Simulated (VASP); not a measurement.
# KSr3Mg (P6/mmm) in VASP: single point with PBE

Aim: the single point of KSr3Mg with PBE.

Program: VASP 6.6.1. These are calculated values, not measurements. Logs are shortened: lines on timing, memory, paths and dates and some standing lists are left out, and cuts for length are marked.

## Step 1: The cell of the first run

It takes space group P6/mmm (No. 191, hexagonal). Conventional cell: a = 5.973 Å, b = 5.973 Å, c = 5.291 Å, α = 90.00°, β = 90.00°, γ = 120.00°. K (site symmetry 6/mmm) has 2 Mg at 2.65 Å and 6 Sr at 2.99 Å within 3.5 Å. Within 3.9 Å of Sr (site symmetry mmm) lie 4 Sr at 2.99 Å and 2 K at 2.99 Å. Mg (site symmetry 6/mmm) has 2 K at 2.65 Å within 3.5 Å.

## Step 2: Single point, PBE

INCAR

```
SYSTEM = KSr3Mg
PREC = Accurate
ENCUT = 520
EDIFF = 1E-6
ISMEAR = 0
SIGMA = 0.1
LREAL = .False.
LASPH = .True.
NELM = 100
ALGO = Normal
ISIF = 2
LWAVE = .False.
LCHARG = .False.
GGA = PE
NBANDS = 28
```

KPOINTS

```
regular mesh
0
Gamma
  3 3 4
  0 0 0
```

POSCAR

```
KSr3Mg
1.0
    5.9730810300      0.0000000000      0.0000000000
   -2.9865405200      5.1728399100      0.0000000000
    0.0000000000      0.0000000000      5.2912984200
K Sr Mg
1 3 1
Direct
    0.0000000000      0.0000000000      0.5000000000
    0.5000000000      0.0000000000      0.5000000000
    0.0000000000      0.5000000000      0.5000000000
    0.5000000000      0.5000000000      0.5000000000
    0.0000000000      0.0000000000      0.0000000000
```

Potentials or basis: VASP PAW PBE potentials, release 64 (K_sv, Sr_sv, Mg).

Started as:

```bash
$ cat potpaw_PBE.64/K_sv/POTCAR potpaw_PBE.64/Sr_sv/POTCAR potpaw_PBE.64/Mg/POTCAR > POTCAR
$ mpirun -np 1 vasp_std > vasp.out
```

OUTCAR:

```text
SYSTEM = KSr3Mg
   PREC = Accurate
   ENCUT = 520
   EDIFF = 1E-6
   ISMEAR = 0
   LREAL = .False.
   LASPH = .True.
   NELM = 100
   ISIF = 2
   GGA = PE

 ion  position               nearest neighbor table
   1  0.000  0.000  0.500-   5 2.65   5 2.65   4 2.99   4 2.99   2 2.99   2 2.99   3 2.99   3 2.99

   2  0.500  0.000  0.500-   3 2.99   3 2.99   1 2.99   1 2.99   4 2.99   4 2.99   5 3.99   5 3.99
                             5 3.99   5 3.99
   3  0.000  0.500  0.500-   2 2.99   2 2.99   4 2.99   4 2.99   1 2.99   1 2.99   5 3.99   5 3.99
                             5 3.99   5 3.99
   4  0.500  0.500  0.500-   1 2.99   1 2.99   3 2.99   3 2.99   2 2.99   2 2.99   5 3.99   5 3.99
                             5 3.99   5 3.99
   5  0.000  0.000  0.000-   1 2.65   1 2.65   4 3.99   4 3.99   4 3.99   4 3.99   2 3.99   2 3.99
                             2 3.99   2 3.99   3 3.99   3 3.99   3 3.99   3 3.99

  LATTYP: Found a hexagonal cell.
 ALAT       =     5.9730810300
 C/A-ratio  =     0.8858574651

  Lattice vectors:

 A1 = (   5.9730810300,   0.0000000000,   0.0000000000)
 A2 = (  -2.9865405200,   5.1728399100,   0.0000000000)
 A3 = (   0.0000000000,   0.0000000000,   5.2912984200)

Analysis of symmetry for initial positions (statically):
=====================================================================
 Subroutine PRICEL returns:
 Original cell was already a primitive cell.

 Routine SETGRP: Setting up the symmetry group for a
 hexagonal supercell.

 Subroutine GETGRP returns: Found 24 space group operations
 (whereof 24 operations were pure point group operations)
 out of a pool of 24 trial point group operations.

The static configuration has the point symmetry D_6h.

Analysis of symmetry for dynamics (positions and initial velocities):
=====================================================================
 Subroutine PRICEL returns:
 Original cell was already a primitive cell.

 Routine SETGRP: Setting up the symmetry group for a
 hexagonal supercell.

 Subroutine GETGRP returns: Found 24 space group operations
 (whereof 24 operations were pure point group operations)
 out of a pool of 24 trial point group operations.

The dynamic configuration has the point symmetry D_6h.

 Subroutine INISYM returns: Found 24 space group operations
 (whereof 24 operations are pure point group operations),
 and found     1 'primitive' translations

----------------------------------------------------------------------------------------

                                     Primitive cell

  volume of cell :     163.4894

  direct lattice vectors                    reciprocal lattice vectors
     5.973081030  0.000000000  0.000000000     0.167417786  0.096658704  0.000000000
    -2.986540520  5.172839910  0.000000000     0.000000000  0.193317407  0.000000000
     0.000000000  0.000000000  5.291298420     0.000000000  0.000000000  0.188989530

  length of vectors
     5.973081030  5.973081032  5.291298420     0.193317407  0.193317407  0.188989530

  position of ions in fractional coordinates (direct lattice)
     0.000000000  0.000000000  0.500000000
     0.500000000  0.000000000  0.500000000
     0.000000000  0.500000000  0.500000000
     0.500000000  0.500000000  0.500000000
     0.000000000  0.000000000  0.000000000

  ion indices of the primitive-cell ions
   primitive index   ion index
                 1           1
                 2           2
                 3           3
                 4           4
                 5           5

----------------------------------------------------------------------------------------

 KPOINTS: regular mesh

Automatic generation of k-mesh.
 Grid dimensions read from file:
 generate k-points for:    3    3    4

 Generating k-lattice:

  Cartesian coordinates                     Fractional coordinates (reciprocal lattice)
     0.055805929  0.032219568  0.000000000     0.333333333 -0.000000000  0.000000000
     0.000000000  0.064439136  0.000000000     0.000000000  0.333333333  0.000000000
     0.000000000  0.000000000  0.047247382     0.000000000  0.000000000  0.250000000

  Length of vectors
     0.064439136  0.064439136  0.047247382

  Shift w.r.t. Gamma in fractional coordinates (k-lattice)
     0.000000000  0.000000000  0.000000000

 Subroutine IBZKPT returns following result:
 ===========================================

 Found      9 irreducible k-points:

 Following reciprocal coordinates:
            Coordinates               Weight
  0.000000  0.000000  0.000000      1.000000
  0.333333 -0.000000  0.000000      6.000000
  0.333333  0.333333  0.000000      2.000000
  0.000000  0.000000  0.250000      2.000000
  0.333333 -0.000000  0.250000     12.000000
  0.333333  0.333333  0.250000      4.000000
  0.000000  0.000000  0.500000      1.000000
  0.333333 -0.000000  0.500000      6.000000
  0.333333  0.333333  0.500000      2.000000
   k-points           NKPTS =      9   k-points in BZ     NKDIM =      9   number of bands    NBANDS=     28
   number of dos      NEDOS =    301   number of ions     NIONS =      5
   total plane-waves  NPLWV =  92160
   dimension x,y,z NGX =    48 NGY =   48 NGZ =   40
   dimension x,y,z NGXF=    96 NGYF=   96 NGZF=   80
   ions per type =               1   3   1
   NGX,Y,Z   is equivalent  to a cutoff of  13.36, 13.36, 12.57 a.u.
   NGXF,Y,Z  is equivalent  to a cutoff of  26.72, 26.72, 25.13 a.u.
 SYSTEM =  KSr3Mg
   PREC   = accura    normal or accurate (medium, high low for compatibility)
   ISTART =      0    job   : 0-new  1-cont  2-samecut
   ICHARG =      2    charge: 1-file 2-atom 10-const
   ISPIN  =      1    spin polarized calculation?
   LNONCOLLINEAR =      F non collinear calculations
   LSORBIT =      F    spin-orbit coupling
   LASPH  =      T    aspherical Exc in radial PAW
   ENCUT  =  520.0 eV  38.22 Ry    6.18 a.u.  11.11 11.11  9.84*2*pi/ulx,y,z
   NELM   =    100;   NELMIN=  2; NELMDL= -5     # of ELM steps
   EDIFF  = 0.1E-05   stopping-criterion for ELM
   LREAL  =      F    real-space projection
   EDIFFG = 0.1E-04   stopping-criterion for IOM
   NSW    =      0    number of steps for IOM
   IBRION =     -1    ionic relax: 0-MD 1-quasi-New 2-CG
   NFREE  =      0    steps in history (QN), initial steepest desc. (CG)
   ISIF   =      2    stress and relaxation
   ISYM   =      2    0-nonsym 1-usesym 2-fastsym
   POTIM  = 0.5000    time-step for ionic-motion
   TEBEG  =    0.0;   TEEND  =   0.0 temperature during run
   PSTRESS=    0.0 pullay stress
   NELECT =      41.0000    total number of electrons
   NUPDOWN=      -1.0000    fix difference up-down
   EMIN   =  10.00;   EMAX   =-10.00  energy-range for DOS
   EFERMI =   0.00;   METHOD = LEGACY
   ISMEAR =     0;   SIGMA  =   0.10  broadening in eV -4-tet -1-fermi 0-gaus
   EFERMI_NEDOS =   21; number of points for ismear=-14 and -15
   IALGO  =     38    algorithm
   IMIX   =      4    mixing-type and parameters
     AMIX     =   0.40;   BMIX     =  1.00
     AMIX_MAG =   1.60;   BMIX_MAG =  1.00
  volume/ion in A,a.u.               =      32.70       220.66
  Fermi-wavevector in a.u.,A,eV,Ry     =   1.032380  1.950915 14.501202  1.065808
  Thomas-Fermi vector in A             =   2.166575
   LORBIT       =      0    0 simple, 1 ext, 2 COOP (PROOUT), +10 PAW based schemes
   GGA     = PE    functional components
   LHFCALC =     F    Hartree Fock is set to
   AEXX    =    0.0000 exact exchange contribution
   IVDW    =     0    specifies the selected vdW correction
   LEPSILON=     F    determine dielectric tensor
   LRPA    =     F    only Hartree local field effects (RPA)
 non-spin polarized calculation
 Gauss-broadening in eV      SIGMA  =   0.10
  energy-cutoff  :      520.00
  volume of cell :      163.49
 maximum number of plane-waves:      4416
 NGX is ok and might be reduce to    48
   NGX = 23   NGY = 23   NGZ = 19

 number of electron      41.0000000 magnetization

 Free energy of the ion-electron system (eV)
  ---------------------------------------------------
  ext. energy  EPLUGINS =         0.00000000
  ---------------------------------------------------
  free energy    TOTEN  =         2.66754406 eV

  energy without entropy =        2.69463242  energy(sigma->0) =        2.68108824

 E-fermi :   2.5729     XC(G=0):  -8.3994

 val. band max:        2.5146623989   @ k =   0.0000   0.0000   0.0000
 cond. band min:       2.6087412914   @ k =   0.3333  -0.0000   0.0000
 fundamental gap:      0.0940788925
 Fermi energy:         2.5728669017

 k-point     1 :       0.0000    0.0000    0.0000
  band No.  band energies     occupation
      1     -33.9852      2.00000
      2     -33.5127      2.00000
      3     -33.5127      2.00000
      4     -29.8876      2.00000
      5     -17.5698      2.00000
      6     -16.9891      2.00000
[... 20 lines left out ...]
     27       4.3782      0.00000
     28       4.7790      0.00000

 k-point     2 :       0.3333   -0.0000    0.0000
  band No.  band energies     occupation
      1     -33.8870      2.00000
      2     -33.6173      2.00000
      3     -33.5139      2.00000
      4     -29.9009      2.00000
      5     -17.1816      2.00000
      6     -16.6191      2.00000
[... 20 lines left out ...]
     27       4.1857      0.00000
     28       4.4128      0.00000

 k-point     3 :       0.3333    0.3333    0.0000
  band No.  band energies     occupation
      1     -33.7522      2.00000
      2     -33.7522      2.00000
      3     -33.5177      2.00000
      4     -29.9074      2.00000
      5     -16.6186      2.00000
      6     -16.6186      2.00000
[... 20 lines left out ...]
     27       4.2220      0.00000
     28       4.6285      0.00000

 k-point     4 :       0.0000    0.0000    0.2500
  band No.  band energies     occupation
      1     -33.9851      2.00000
      2     -33.5126      2.00000
      3     -33.5126      2.00000
      4     -29.8868      2.00000
      5     -17.5692      2.00000
      6     -16.9884      2.00000
[... 20 lines left out ...]
     27       5.5938      0.00000
     28       5.6630      0.00000

 k-point     5 :       0.3333   -0.0000    0.2500
  band No.  band energies     occupation
      1     -33.8869      2.00000
      2     -33.6173      2.00000
      3     -33.5139      2.00000
      4     -29.9001      2.00000
      5     -17.1810      2.00000
      6     -16.6185      2.00000
[... 20 lines left out ...]
     27       4.8540      0.00000
     28       4.9126      0.00000

 k-point     6 :       0.3333    0.3333    0.2500
  band No.  band energies     occupation
      1     -33.7521      2.00000
      2     -33.7521      2.00000
      3     -33.5177      2.00000
      4     -29.9066      2.00000
      5     -16.6181      2.00000
      6     -16.6181      2.00000
[... 20 lines left out ...]
     27       4.1057      0.00000
     28       5.0415      0.00000

 k-point     7 :       0.0000    0.0000    0.5000
  band No.  band energies     occupation
      1     -33.9850      2.00000
      2     -33.5126      2.00000
      3     -33.5126      2.00000
      4     -29.8860      2.00000
      5     -17.5687      2.00000
      6     -16.9878      2.00000
[... 20 lines left out ...]
     27       6.3395      0.00000
     28       6.3917      0.00000

 k-point     8 :       0.3333   -0.0000    0.5000
  band No.  band energies     occupation
      1     -33.8868      2.00000
      2     -33.6172      2.00000
      3     -33.5138      2.00000
      4     -29.8993      2.00000
      5     -17.1805      2.00000
      6     -16.6179      2.00000
[... 20 lines left out ...]
     27       5.4762      0.00000
     28       5.7406      0.00000

 k-point     9 :       0.3333    0.3333    0.5000
  band No.  band energies     occupation
      1     -33.7520      2.00000
      2     -33.7520      2.00000
      3     -33.5176      2.00000
      4     -29.9058      2.00000
      5     -16.6177      2.00000
      6     -16.6177      2.00000
[... 20 lines left out ...]
     27       4.1264      0.00000
     28       5.4927      0.00000

------------------------ aborting loop because EDIFF is reached ----------------------------------------

  FORCE on cell =-STRESS in cart. coord.  units (eV):
  Direction    XX          YY          ZZ          XY          YZ          ZX
  --------------------------------------------------------------------------------------
  -------------------------------------------------------------------------------------
  Total       18.7867408     18.7867408      0.5502868     -0.0000000     -0.0000000      0.0000000
  in kB      184.1078581    184.1078580      5.3927466     -0.0000002     -0.0000000      0.0000000
  external PRESSURE =     124.5361542 kB  Pullay stress =       0.0000000 kB

 VOLUME and BASIS-vectors are now :
 -----------------------------------------------------------------------------
  energy-cutoff  :      520.00
  volume of cell :      163.49
      direct lattice vectors                 reciprocal lattice vectors
     5.973081030  0.000000000  0.000000000     0.167417786  0.096658704  0.000000000
    -2.986540520  5.172839910  0.000000000     0.000000000  0.193317407  0.000000000
     0.000000000  0.000000000  5.291298420     0.000000000  0.000000000  0.188989530

 POSITION                                       TOTAL-FORCE (eV/Angst)
 -----------------------------------------------------------------------------------
      0.00000      0.00000      2.64565        -0.000000      0.000000      0.000000
      2.98654      0.00000      2.64565         0.000000      0.000000      0.000000
     -1.49327      2.58642      2.64565        -0.000000      0.000000      0.000000
      1.49327      2.58642      2.64565         0.000000      0.000000      0.000000
      0.00000      0.00000      0.00000         0.000000      0.000000      0.000000
 -----------------------------------------------------------------------------------
    total drift:                                0.000000     -0.000000     -0.000000

  FREE ENERGIE OF THE ION-ELECTRON SYSTEM (eV)
  ---------------------------------------------------
  free  energy   TOTEN  =         2.6675440555 eV

  energy  without entropy=        2.6946324198  energy(sigma->0) =        2.68108824
```

It took 40 s on 1 thread of Intel Xeon 6975P-C (Granite Rapids), shared host; peak memory 0.31 GiB.

What came out:

- Free energy: 2.6675 eV
- Pressure: 12.5 GPa

Levels at points of the mesh, in eV from the Fermi level:
```
           k point  band 17  band 18  band 19  band 20  band 21  band 22  band 23  band 24  band 25  band 26
(0.00, 0.00, 0.00)    -3.77    -1.53    -0.88    -0.88    -0.26    -0.06     0.06     0.06     1.77     1.81
(0.00, 0.00, 0.50)    -2.12    -2.09    -1.32    -0.84    -0.84    -0.79    -0.79    -0.54     1.35     3.34
```

Caveat: the k points lie up to 0.40 Å⁻¹ apart.
